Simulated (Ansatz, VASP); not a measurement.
**ZrB2 in VASP and in Ansatz**

The input INCAR:

```
SYSTEM = ZrB2
PREC = Accurate
ENCUT = 520
EDIFF = 1E-7
ISMEAR = -1
SIGMA = 0.05
LREAL = .False.
LASPH = .True.
NELM = 100
ALGO = Normal
ISIF = 2
LWAVE = .False.
LCHARG = .False.
GGA = PE
NBANDS = 16
```

Contents of KPOINTS:

```
Automatic mesh
0
Gamma
  12 12 9
  0 0 0
```

The input POSCAR:

```
ZrB2
1.0
    3.1859607001      0.0000000000      0.0000000000
   -1.5929803501      2.7591229018      0.0000000000
    0.0000000000      0.0000000000      3.5433119376
Zr B
1 2
Direct
    0.0000000000      0.0000000000      0.0000000000
    0.3333333333      0.6666666667      0.5000000000
    0.6666666667      0.3333333333      0.5000000000
```

Input for Ansatz:

```yaml
crystal:
  lattice:
    - [3.1859607001, 0.0, 0.0]
    - [-1.5929803501, 2.7591229018, 0.0]
    - [0.0, 0.0, 3.5433119376]
  atoms:
    - { symbol: Zr, position: [0.0, 0.0, 0.0] }
    - { symbol: B, position: [0.3333333333, 0.6666666667, 0.5] }
    - { symbol: B, position: [0.6666666667, 0.3333333333, 0.5] }
kpoints:
  mp_grid: { grid: [12, 12, 9] }
  band_path:
    path:
      - [0.0, 0.0, 0.0]
      - [0.5, 0.0, 0.0]
      - [0.3333333333, 0.3333333333, 0.0]
      - [0.0, 0.0, 0.0]
      - [0.0, 0.0, 0.5]
      - [0.5, 0.0, 0.5]
      - [0.3333333333, 0.3333333333, 0.5]
      - [0.0, 0.0, 0.5]
      - [0.5, 0.0, 0.5]
    npoints: 5
scf:
  occupations: { method: fermi_dirac, width: 0.05 }
hamiltonian:
  xc: pbe
  pseudopotentials: { kind: all_electron, lapw: { basis_error: 0.001 } }
output:
  forces: true
  stress: true
  eigenvalues: true
```

Change from the starting cell: volume scaled by 1.02.

Alike in both runs: task single point; functional PBE; k mesh 12 × 12 × 9; occupations fermi-dirac, width 0.05 eV; no spin polarisation.

|  | VASP | Ansatz |
| --- | --- | --- |
| version | VASP 6.6.1 | Ansatz 0.2.0 |
| potentials or method | VASP PAW PBE potentials, release 64 (Zr_sv, B), cutoff 520 eV | all-electron LAPW, scalar-relativistic |

Ansatz gave:

```
pressure (GPa)                                                : -2.3
traceless stress, the component that is largest in VASP (GPa) : 1.26
```

**Question.** What did VASP give for the same quantities?

**Answer.** Pressure (GPa): -2.2; traceless stress, the component that is largest in VASP (GPa): 1.26.

Ansatz ran all-electron here, and VASP with PAW potentials.
